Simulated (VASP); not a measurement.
# TiO2 (I4_1/amd) in VASP: a series of runs

TiO2 is run at these levels: r2SCAN, PBE; tasks: single point.

Program: VASP 6.6.1. These are calculated values, not measurements. Logs are shortened: lines on timing, memory, paths and dates and some standing lists are left out, and cuts for length are marked.

## Step 1: The cell of the first run

Symmetry: I4_1/amd, No. 141, tetragonal system. The conventional cell has a = 3.799 Å, b = 3.799 Å, c = 9.697 Å, α = 90.00°, β = 90.00°, γ = 90.00°. Ti (site symmetry -4m2) has 6 O at 1.95 to 2.00 Å within 2.6 Å. Within 2.6 Å of O (site symmetry 2mm) lie 3 Ti at 1.95 to 2.00 Å and 2 O at 2.47 Å.

## Step 2: Single point, r2SCAN, collinear spin

File POSCAR:

```
TiO2
1.0
   -1.8996082674      1.8996082674      4.8485069703
    1.8996082674     -1.8996082674      4.8485069703
    1.8996082674      1.8996082674     -4.8485069703
Ti O
2 4
Direct
    0.0000000000      0.0000000000      0.0000000000
    0.7500000000      0.2500000000      0.5000000000
    0.2064947456      0.2064947456      0.0000000000
    0.9564947456      0.4564947456      0.5000000000
    0.5435052544      0.0435052544      0.5000000000
    0.7935052544      0.7935052544      0.0000000000
```

File INCAR.step1:

```
SYSTEM = TiO2
ALGO = Normal
EDIFF = 1E-5
ENCUT = 660
GGA = PE
GGA_COMPAT = .FALSE.
ISMEAR = 0
ISPIN = 2
KPAR = 4
LASPH = .TRUE.
LCHARG = .FALSE.
LMAXMIX = 4
LREAL = .FALSE.
LWAVE = .TRUE.
MAGMOM = 1 1 0 0 0 0
NBANDS = 37
NELM = 200
PREC = Accurate
SIGMA = 0.02
```

File INCAR.step2:

```
SYSTEM = TiO2
ALGO = Normal
EDIFF = 1E-6
ENCUT = 660
GGA_COMPAT = .FALSE.
ISIF = 2
ISMEAR = 0
ISPIN = 2
ISTART = 1
KPAR = 4
LASPH = .TRUE.
LCHARG = .FALSE.
LMAXMIX = 4
LMIXTAU = .TRUE.
LORBIT = 11
LREAL = .FALSE.
LWAVE = .FALSE.
MAGMOM = 1 1 0 0 0 0
METAGGA = R2SCAN
NBANDS = 37
NELM = 200
PREC = Accurate
SIGMA = 0.02
```

File KPOINTS:

```
k-points
0
G
  10 10 10
  0 0 0
```

Potentials or basis: VASP PAW PBE potentials, release 64 (Ti_sv, O).

Run with:

```sh
$ cat potpaw_PBE.64/Ti_sv/POTCAR potpaw_PBE.64/O/POTCAR > POTCAR
$ cp INCAR.step1 INCAR
$ mpirun -np 4 vasp_std > vasp.out
$ cp INCAR.step2 INCAR
$ mpirun -np 4 vasp_std > vasp.out
```

OUTCAR:

```text
SYSTEM = TiO2
   EDIFF = 1E-6
   ENCUT = 660
   ISIF = 2
   ISMEAR = 0
   ISPIN = 2
   ISTART = 1
   LASPH = .TRUE.
   LORBIT = 11
   LREAL = .FALSE.
   METAGGA = R2SCAN
   NELM = 200
   PREC = Accurate

 ion  position               nearest neighbor table
   1  0.000  0.000  0.000-   5 1.95   4 1.95   5 1.95   4 1.95   3 2.00   6 2.00
   2  0.750  0.250  0.500-   6 1.95   3 1.95   6 1.95   3 1.95   4 2.00   5 2.00
   3  0.206  0.206  0.000-   2 1.95   2 1.95   1 2.00
   4  0.956  0.456  0.500-   1 1.95   1 1.95   2 2.00
   5  0.544  0.044  0.500-   1 1.95   1 1.95   2 2.00
   6  0.794  0.794  0.000-   2 1.95   2 1.95   1 2.00

  LATTYP: Found a body centered tetragonal cell.
 ALAT       =     3.7992165348
 C/A-ratio  =     2.5523720093

  Lattice vectors:

 A1 = (  -1.8996082674,   1.8996082674,   4.8485069703)
 A2 = (   1.8996082674,  -1.8996082674,   4.8485069703)
 A3 = (   1.8996082674,   1.8996082674,  -4.8485069703)

Analysis of symmetry for initial positions (statically):
=====================================================================
 Subroutine PRICEL returns:
 Original cell was already a primitive cell.

 Routine SETGRP: Setting up the symmetry group for a
 body centered tetragonal supercell.

 Subroutine GETGRP returns: Found 16 space group operations
 (whereof  8 operations were pure point group operations)
 out of a pool of 16 trial point group operations.

The static configuration has the point symmetry D_2d.
 The point group associated with its full space group is D_4h.

Analysis of symmetry for dynamics (positions and initial velocities):
=====================================================================
 Subroutine PRICEL returns:
 Original cell was already a primitive cell.

 Routine SETGRP: Setting up the symmetry group for a
 body centered tetragonal supercell.

 Subroutine GETGRP returns: Found 16 space group operations
 (whereof  8 operations were pure point group operations)
 out of a pool of 16 trial point group operations.

The dynamic configuration has the point symmetry D_2d.
 The point group associated with its full space group is D_4h.

Analysis of structural, dynamic, and magnetic symmetry:
=====================================================================
 Subroutine PRICEL returns:
 Original cell was already a primitive cell.

 Routine SETGRP: Setting up the symmetry group for a
 body centered tetragonal supercell.

 Subroutine GETGRP returns: Found 16 space group operations
 (whereof  8 operations were pure point group operations)
 out of a pool of 16 trial point group operations.

The overall configuration has the point symmetry D_2d.
 The point group associated with its full space group is D_4h.

 Subroutine INISYM returns: Found 16 space group operations
 (whereof  8 operations are pure point group operations),
 and found     1 'primitive' translations

----------------------------------------------------------------------------------------

                                     Primitive cell

  volume of cell :      69.9836

  direct lattice vectors                    reciprocal lattice vectors
    -1.899608267  1.899608267  4.848506970     0.000000000  0.263212163  0.103124529
     1.899608267 -1.899608267  4.848506970     0.263212163  0.000000000  0.103124529
     1.899608267  1.899608267 -4.848506970     0.263212163  0.263212163  0.000000000

  length of vectors
     5.543017498  5.543017498  5.543017498     0.282692963  0.282692963  0.372238210

  position of ions in fractional coordinates (direct lattice)
     0.000000000  0.000000000  0.000000000
     0.750000000  0.250000000  0.500000000
     0.206494746  0.206494746  0.000000000
     0.956494746  0.456494746  0.500000000
     0.543505254  0.043505254  0.500000000
     0.793505254  0.793505254  0.000000000

  ion indices of the primitive-cell ions
   primitive index   ion index
                 1           1
                 2           2
                 3           3
                 4           4
                 5           5
                 6           6

----------------------------------------------------------------------------------------

 KPOINTS: k-points

Automatic generation of k-mesh.
 Grid dimensions read from file:
 generate k-points for:   10   10   10

 Generating k-lattice:

  Cartesian coordinates                     Fractional coordinates (reciprocal lattice)
     0.000000000  0.026321216  0.010312453     0.100000000  0.000000000 -0.000000000
     0.026321216  0.000000000  0.010312453     0.000000000  0.100000000 -0.000000000
     0.026321216  0.026321216  0.000000000     0.000000000  0.000000000  0.100000000

  Length of vectors
     0.028269296  0.028269296  0.037223821

  Shift w.r.t. Gamma in fractional coordinates (k-lattice)
     0.000000000  0.000000000  0.000000000

 Subroutine IBZKPT returns following result:
 ===========================================

 Found    102 irreducible k-points:

[... 74 lines left out ...]
  ext. energy  EPLUGINS =         0.00000000
  ---------------------------------------------------
  free energy    TOTEN  =       -69.86852775 eV

  energy without entropy =      -69.86852775  energy(sigma->0) =      -69.86852775

 E-fermi :   3.0490     XC(G=0): -11.3148

 val. band max:        2.7894535589   @ k =  -0.4000   0.4000   0.0000
 cond. band min:       5.3237181915   @ k =   0.0000   0.0000   0.0000
 fundamental gap:      2.5342646326
 Fermi energy:         3.0490381949

 spin component 1

 k-point     1 :       0.0000    0.0000    0.0000
  band No.  band energies     occupation
      1     -55.8667      1.00000
      2     -55.8148      1.00000
      3     -31.2494      1.00000
      4     -31.0219      1.00000
      5     -31.0219      1.00000
      6     -30.9601      1.00000
[... 28 lines left out ...]
     35      10.7089      0.00000
     36      15.2618      0.00000

 k-point     2 :       0.1000    0.0000   -0.0000
  band No.  band energies     occupation
      1     -55.8655      1.00000
      2     -55.8155      1.00000
      3     -31.2469      1.00000
      4     -31.0349      1.00000
      5     -31.0227      1.00000
      6     -30.9656      1.00000
[... 850 lines left out ...]
 k-point    24 :       0.4000    0.3000   -0.0000
  band No.  band energies     occupation
      1     -55.8434      1.00000
      2     -55.8310      1.00000
      3     -31.2119      1.00000
      4     -31.1749      1.00000
      5     -31.0721      1.00000
      6     -31.0447      1.00000
[... 28 lines left out ...]
     35      14.3142      0.00000
     36      15.2967      0.00000

 [... further k-points ...]

 spin component 2

 k-point     1 :       0.0000    0.0000    0.0000
  band No.  band energies     occupation
      1     -55.8667      1.00000
      2     -55.8148      1.00000
      3     -31.2494      1.00000
      4     -31.0219      1.00000
      5     -31.0219      1.00000
      6     -30.9601      1.00000
[... 28 lines left out ...]
     35      10.7089      0.00000
     36      15.2618      0.00000

 k-point     2 :       0.1000    0.0000   -0.0000
  band No.  band energies     occupation
      1     -55.8655      1.00000
      2     -55.8155      1.00000
      3     -31.2469      1.00000
      4     -31.0349      1.00000
      5     -31.0227      1.00000
      6     -30.9656      1.00000
[... 850 lines left out ...]
 k-point    24 :       0.4000    0.3000   -0.0000
  band No.  band energies     occupation
      1     -55.8434      1.00000
      2     -55.8310      1.00000
      3     -31.2119      1.00000
      4     -31.1749      1.00000
      5     -31.0721      1.00000
      6     -31.0447      1.00000
[... 28 lines left out ...]
     35      14.3142      0.00000
     36      15.2967      0.00000

 [... further k-points ...]

 [bands above 36 left out]

------------------------ aborting loop because EDIFF is reached ----------------------------------------

  FORCE on cell =-STRESS in cart. coord.  units (eV):
  Direction    XX          YY          ZZ          XY          YZ          ZX
  --------------------------------------------------------------------------------------
  -------------------------------------------------------------------------------------
  Total       -1.5530312     -1.5530312     -1.8286213      0.0000000      0.0000000      0.0000000
  in kB      -35.5545068    -35.5545068    -41.8637597      0.0000000      0.0000000      0.0000000
  external PRESSURE =     -37.6575911 kB  Pullay stress =       0.0000000 kB

 VOLUME and BASIS-vectors are now :
 -----------------------------------------------------------------------------
  energy-cutoff  :      660.00
  volume of cell :       69.98
      direct lattice vectors                 reciprocal lattice vectors
    -1.899608267  1.899608267  4.848506970     0.000000000  0.263212163  0.103124529
     1.899608267 -1.899608267  4.848506970     0.263212163  0.000000000  0.103124529
     1.899608267  1.899608267 -4.848506970     0.263212163  0.263212163  0.000000000

 POSITION                                       TOTAL-FORCE (eV/Angst)
 -----------------------------------------------------------------------------------
      0.00000      0.00000      0.00000         0.000000      0.000000     -0.000000
     -0.00000      1.89961      2.42425         0.000000      0.000000     -0.000000
      0.00000      0.00000      2.00238         0.000000     -0.000000     -0.063690
      0.00000      1.89961      4.42664        -0.000000      0.000000     -0.063690
      0.00000      1.89961      0.42187        -0.000000      0.000000      0.063690
      0.00000      0.00000      7.69463         0.000000     -0.000000      0.063690
 -----------------------------------------------------------------------------------
    total drift:                                0.000000      0.000000      0.000000

  FREE ENERGIE OF THE ION-ELECTRON SYSTEM (eV)
  ---------------------------------------------------
  free  energy   TOTEN  =       -69.8685277459 eV

  energy  without entropy=      -69.8685277459  energy(sigma->0) =      -69.86852775

 total charge

# of ion       s       p       d       tot
------------------------------------------
    1        2.215   6.284   1.653  10.152
    2        2.215   6.284   1.653  10.152
    3        1.571   3.526   0.000   5.097
    4        1.571   3.526   0.000   5.097
    5        1.571   3.526   0.000   5.097
    6        1.571   3.526   0.000   5.097
--------------------------------------------------
tot         10.715  26.672   3.305  40.692

 magnetization (x)

# of ion       s       p       d       tot
------------------------------------------
    1        0.000  -0.000  -0.000   0.000
    2        0.000  -0.000  -0.000   0.000
    3        0.000  -0.000   0.000   0.000
    4        0.000  -0.000   0.000   0.000
    5        0.000  -0.000   0.000   0.000
    6        0.000  -0.000   0.000   0.000
--------------------------------------------------
tot          0.000  -0.000  -0.000   0.000
```

Run time: 9.7 min. Hardware: 4 MPI ranks of Intel Xeon 6975P-C (Granite Rapids), shared host; peak memory 0.8 GiB.

Results:

| Property | Result |
| --- | --- |
| Free energy | -69.8685 eV |
| Pressure | -3.8 GPa |
| Largest force | 0.064 eV/Å |
| Band gap on the k mesh | 2.53 eV (least direct gap 2.85 eV) |
| Net moment | 0.00 μB per cell |
| Valence electrons inside the program's atomic spheres | Ti 10.15; O 5.10 |

Forces in eV/Å, atoms in the order of the input:
```
Ti   0.000  0.000  0.000
Ti   0.000  0.000  0.000
O    0.000  0.000 -0.064
O    0.000  0.000 -0.064
O    0.000  0.000  0.064
O    0.000  0.000  0.064
```

Stress tensor (GPa, compression positive):
```
-3.56  0.00  0.00
 0.00 -3.56  0.00
 0.00  0.00 -4.19
```

Caveat: the cell stands under tension; the PAW data sets were made with another functional, which shifts forces and pressure a little. A k mesh can miss the band edges.

## Step 3: Single point, PBE

This run uses another cell than the first one, of 11.35 Å³/atom.

File INCAR:

```
ALGO = Normal
EDIFF = 1E-6
ENCUT = 520
GGA = PE
ISIF = 2
ISMEAR = 0
LASPH = True
LCHARG = True
LELF = True
LREAL = False
LVHAR = True
LWAVE = False
NBANDS = 33
NELM = 100
PREC = Accurate
SIGMA = 0.02
```

File KPOINTS:

```
k-points
0
Gamma
  10 10 10
```

File POSCAR:

```
TiO2
1.0
   -1.8921000000      1.8921000000      4.7573000000
    1.8921000000     -1.8921000000      4.7573000000
    1.8921000000      1.8921000000     -4.7573000000
Ti O
2 4
Direct
    0.0000000000      0.0000000000      0.0000000000
    0.7500000000      0.2500000000      0.5000000000
    0.2081000000      0.2081000000      0.0000000000
    0.9581000000      0.4581000000      0.5000000000
    0.5419000000      0.0419000000      0.5000000000
    0.7919000000      0.7919000000      0.0000000000
```

Potentials or basis: VASP PAW PBE potentials, release 64 (Ti_sv, O).

Run with:

```sh
$ cat potpaw_PBE.64/Ti_sv/POTCAR potpaw_PBE.64/O/POTCAR > POTCAR
$ mpirun -np 1 vasp_std > vasp.out
```

Wall time 11 min (1 thread of Intel Xeon 8259CL, shared host); peak memory 0.38 GiB.

The run converged. Its results:

```
Free energy            : -53.8258 eV
Pressure               : 5.9 GPa
Largest force          : 0.125 eV/Å
Band gap on the k mesh : 2.11 eV (least direct gap 2.44 eV)
```

Forces in eV/Å, atoms in the order of the input:
```
Ti   0.000  0.000  0.000
Ti   0.000  0.000  0.000
O    0.000  0.000  0.125
O    0.000  0.000  0.125
O    0.000  0.000 -0.125
O    0.000  0.000 -0.125
```

Stress tensor (GPa, compression positive):
```
5.43 0.00 0.00
0.00 5.43 0.00
0.00 0.00 6.81
```

Levels at points of the mesh, in eV from the valence-band top:
| k point | band 20 | band 21 | band 22 | band 23 | band 24 | band 25 | band 26 | band 27 | band 28 | band 29 |
| --- | --- | --- | --- | --- | --- | --- | --- | --- | --- | --- |
| (0.00, 0.00, 0.00) | -0.76 | -0.75 | -0.75 | -0.46 | -0.46 | 2.11 | 2.85 | 3.99 | 3.99 | 4.02 |
| (0.50, 0.00, 0.00) | -1.96 | -1.96 | -0.94 | -0.83 | -0.63 | 3.24 | 3.55 | 3.56 | 3.66 | 4.29 |
| (0.50, 0.50, 0.00) | -2.65 | -2.05 | -2.05 | -0.03 | -0.03 | 3.35 | 3.35 | 3.82 | 3.82 | 4.89 |
| (0.50, 0.50, 0.50) | -1.34 | -1.25 | -1.25 | -0.11 | -0.11 | 2.47 | 2.47 | 3.77 | 3.77 | 4.25 |

Caveat: the cell stands under pressure. PBE gaps usually lie below the measured ones, often by a third to a half.

## Step 4: Single point, PBE

File INCAR:

```
SYSTEM = TiO2
PREC = Accurate ; ENCUT = 520
EDIFF = 1E-6 ; ISMEAR = 0
SIGMA = 0.02 ; LREAL = .FALSE.
LASPH = .TRUE. ; NELM = 60
ALGO = Normal ; ISIF = 2
LWAVE = .FALSE. ; LCHARG = .TRUE.
GGA = PE ; LELF = .TRUE.
LVHAR = .TRUE. ; NBANDS = 33
```

File KPOINTS:

```
regular mesh
0
G
  10 10 10
  0 0 0
```

File POSCAR:

```
TiO2
1.0
   -1.8996082674      1.8996082674      4.8485069703
    1.8996082674     -1.8996082674      4.8485069703
    1.8996082674      1.8996082674     -4.8485069703
Ti O
2 4
Direct
    0.0000000000      0.0000000000      0.0000000000
    0.7500000000      0.2500000000      0.5000000000
    0.2064947456      0.2064947456      0.0000000000
    0.9564947456      0.4564947456      0.5000000000
    0.5435052544      0.0435052544      0.5000000000
    0.7935052544      0.7935052544      0.0000000000
```

Run with:

```sh
$ cat potpaw_PBE.64/Ti_sv/POTCAR potpaw_PBE.64/O/POTCAR > POTCAR
$ mpirun -np 1 vasp_std > vasp.out
```

Wall time 8.1 min (1 thread of Intel Xeon 8259CL, shared host); peak memory 0.38 GiB.

Results (log left out):

* Free energy: -53.8647 eV
* Pressure: 0.7 GPa
* Largest force: 0.019 eV/Å
* Band gap on the k mesh: 2.11 eV (least direct gap 2.41 eV)

Forces on the atoms (eV/Å):
```
Ti   0.000  0.000  0.000
Ti   0.000  0.000  0.000
O    0.000  0.000  0.019
O    0.000  0.000  0.019
O    0.000  0.000 -0.019
O    0.000  0.000 -0.019
```

Stress tensor (GPa, compression positive):
```
0.65 0.00 0.00
0.00 0.65 0.00
0.00 0.00 0.74
```

Levels at points of the mesh, in eV from the valence-band top:
```csv
k point,band 21,band 22,band 23,band 24,band 25,band 26,band 27,band 28
"(0.00, 0.00, 0.00)",-0.79,-0.78,-0.41,-0.41,2.11,2.78,3.97,3.97
"(0.50, 0.00, 0.00)",-1.88,-0.87,-0.84,-0.63,3.19,3.46,3.51,3.52
"(0.50, 0.50, 0.00)",-1.97,-1.97,-0.04,-0.04,3.21,3.21,3.69,3.69
"(0.50, 0.50, 0.50)",-1.23,-1.23,-0.09,-0.09,2.43,2.43,3.70,3.70
```

A k mesh can miss the band edges.

## Step 5: Overview

| level | spin | cell | cutoff (eV) | gap on the mesh (eV) | pressure (GPa) | largest force (eV/Å) |
| --- | --- | --- | --- | --- | --- | --- |
| r2SCAN | collinear | a = 5.543 Å, angles 139.9, 139.9, 58.0°, 6 atoms, atomic positions A | 660 | 2.53 | -3.8 | 0.06 |
| PBE | off | a = 5.458 Å, angles 139.4, 139.4, 58.7°, 6 atoms, atomic positions B | 520 | 2.11 | 5.9 | 0.12 |
| PBE | off | a = 5.543 Å, angles 139.9, 139.9, 58.0°, 6 atoms, atomic positions A | 520 | 2.11 | 0.7 | 0.02 |

Alike in all rows: task single point; potentials or basis VASP PAW PBE potentials, release 64 (Ti_sv, O); k mesh 10 × 10 × 10; smearing gaussian 0.02 eV.

Caveats: the cell stands under tension (at least some runs); the PAW data sets were made with another functional, which shifts forces and pressure a little (at least some runs); the cell stands under pressure (at least some runs).

Absolute energies hang on the potentials; compare differences alone.
